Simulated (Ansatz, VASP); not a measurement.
## Hf: VASP beside Ansatz

File INCAR:

```
PREC = Accurate
ENCUT = 520
EDIFF = 1E-6
ISMEAR = -1
SIGMA = 0.1
LREAL = False
LASPH = True
NELM = 80
ALGO = Normal
ISIF = 2
LWAVE = False
LCHARG = True
GGA = PE
LELF = True
LVHAR = True
NBANDS = 11
```

File KPOINTS:

```
Automatic mesh
0
Gamma
  14 14 14
```

The input POSCAR:

```
Hf
1.0
   -1.8422356946      1.8422356946      1.8422356946
    1.8422356946     -1.8422356946      1.8422356946
    1.8422356946      1.8422356946     -1.8422356946
Hf
1
Direct
    0.0000000000      0.0000000000      0.0000000000
```

Input for Ansatz:

```yaml
crystal:
  lattice:
    - [-1.8422356946, 1.8422356946, 1.8422356946]
    - [1.8422356946, -1.8422356946, 1.8422356946]
    - [1.8422356946, 1.8422356946, -1.8422356946]
  atoms:
    - { symbol: Hf, position: [0.0, 0.0, 0.0] }
hamiltonian:
  xc: pbe
  pseudopotentials:
    kind: paw
    azcp:
      Hf: "pseudopotentials/Hf.paw.azcp"
basis:
  ecutwfc: 420
  fft_grid_basis: typed
kpoints:
  mp_grid: { grid: [14, 14, 14], shift: [0, 0, 0] }
magnetization:
  spin_polarized: false
scf:
  occupations: { method: fermi_dirac, width: 0.1 }
  lower_state_search: "off"
output:
  stress: true
```

Alike in both runs: task single point; functional PBE; k mesh 14 × 14 × 14; occupations fermi-dirac, width 0.1 eV; no spin polarisation.

|  | VASP | Ansatz |
| --- | --- | --- |
| version | VASP 6.6.1 | Ansatz 0.2.0 |
| potentials or method | VASP PAW PBE potentials, release 64 (Hf_pv), cutoff 520 eV | plane waves (420 eV) with PAW, scalar-relativistic |
| valence electrons in the cell | 10 | 26 |

VASP gave:

| Property | Result |
| --- | --- |
| pressure (GPa) | -9.6 |

Question: Estimate Ansatz's values.

Answer: Pressure (GPa): -9.2.

With one functional, cell and mesh, what is left measures potentials, basis and numerics. VASP's potentials hold 10 valence electrons a cell and Ansatz's 26, so a difference there can come from the potentials and not from the codes.

Spin-orbit coupling is off throughout.
